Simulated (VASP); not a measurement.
Set up this calculation in VASP 6.6.1, as the native input.

```
Task                   : single point
Functional             : PBEsol
Potentials or basis    : VASP PAW PBE potentials, release 64 (Hf_pv, C)
Cutoff                 : 520 eV
k mesh                 : 12 × 12 × 9
Occupations            : gaussian, width 0.1 eV
Spin                   : no spin polarisation
Dipole correction      : no
Further INCAR settings : ALGO = Normal; EDIFF = 1e-07; NBANDS = 22
```

The structure of HfC lies in POSCAR:

```
HfC
1.0
    3.2331193323      0.0000000000      0.0000000000
   -1.6165596661      2.7999634752      0.0000000000
    0.0000000000      0.0000000000      5.7197345262
Hf C
2 2
Direct
    0.0000000000      0.0000000000      0.0000000000
    0.0000000000      0.0000000000      0.5000000000
    0.3333333333      0.6666666667      0.2500000000
    0.6666666667      0.3333333333      0.7500000000
```

The input as run:

INCAR

```
ALGO     = Normal         # electronic algorithm
EDIFF    = 1E-7           # SCF threshold, eV
ENCUT    = 520            # plane-wave cutoff, eV
GGA      = PS             # functional
ISIF     = 2              # what is computed and relaxed
ISMEAR   = 0              # smearing method
LASPH    = T              # aspherical terms in the spheres
LCHARG   = F              # write CHGCAR
LREAL    = F              # projectors in reciprocal space
LWAVE    = F              # write WAVECAR
NBANDS   = 22             # bands
NELM     = 100            # most SCF steps
PREC     = Accurate       # precision mode
SIGMA    = 0.1            # smearing width, eV
```

KPOINTS

```
k-points
0
Gamma
  12 12 9
```

Potentials or basis: VASP PAW PBE potentials, release 64 (Hf_pv, C).

Launch:

```bash
$ cat potpaw_PBE.64/Hf_pv/POTCAR potpaw_PBE.64/C/POTCAR > POTCAR
$ mpirun -np 1 vasp_std > vasp.out
```

It gave:

```json
{
  "Pressure": "-0.5 GPa",
  "Band gap on the k mesh": "zero (bands 14 and 15 overlap by 1.67 eV)"
}
```

Caveat: the PAW data sets were made with another functional, which shifts forces and pressure a little; spin-orbit coupling is left out, which moves the levels of the heavy elements.

Run time: 3 min on 1 thread of AMD EPYC 7R43 64-Core Processor (Zen 3), with other jobs on the host, peak memory 0.2 GiB.
